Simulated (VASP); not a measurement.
Runs of VASP 6.6.1 on Br. The structure is that of space group P6_422 (No. 181), or close to it. The cells are those of the table. The cell was built from a structure type or drawn by symmetry, and may not be a known phase.

| task | cell | k mesh | cutoff (eV) | gap on the mesh (eV) | pressure (GPa) | relaxed volume (Å³/atom) |
| --- | --- | --- | --- | --- | --- | --- |
| relaxation of cell and atoms | relaxed from a = 3.877, b = 3.877, c = 4.245 Å, angles 90.0, 90.0, 120.0°, 3 atoms | 6 × 6 × 4 | 600 | none | 0.0 | 30.56 |
| relaxation of cell and atoms | relaxed from a = 4.076, b = 4.076, c = 6.455 Å, angles 90.0, 90.0, 120.0°, 3 atoms | 12 × 12 × 8 | 600 | none | 0.0 | (a) |
| single point | a = 4.076, b = 4.076, c = 6.455 Å, angles 90.0, 90.0, 120.0°, 3 atoms | 6 × 6 × 4 | 520 | none | -0.2 | - |
| single point | a = 3.992, b = 3.992, c = 6.567 Å, angles 90.0, 90.0, 120.0°, 3 atoms | 12 × 12 × 8 | 520 | none | 0.0 | - |
| single point | a = 3.877, b = 3.877, c = 4.245 Å, angles 90.0, 90.0, 120.0°, 3 atoms | 6 × 6 × 4 | 520 | none | 60.4 | - |

Alike in all rows: level PBE; potentials or basis VASP PAW PBE potentials, release 64 (Br); no spin polarisation; smearing gaussian 0.1 eV.

Estimate the missing entries.

(a) 30.28.

Caveats: some runs use coarse meshes; an odd number of electrons without spin polarisation forces a metal; a magnetic or distorted state may lie lower; the volume moved by over 15 % at a fixed basis, so the end points are rough (at least some runs).

A k mesh can miss the band edges, and the runs leave out spin-orbit coupling on Br.

A gap of «none» marks levels without a gap at the run's occupations.
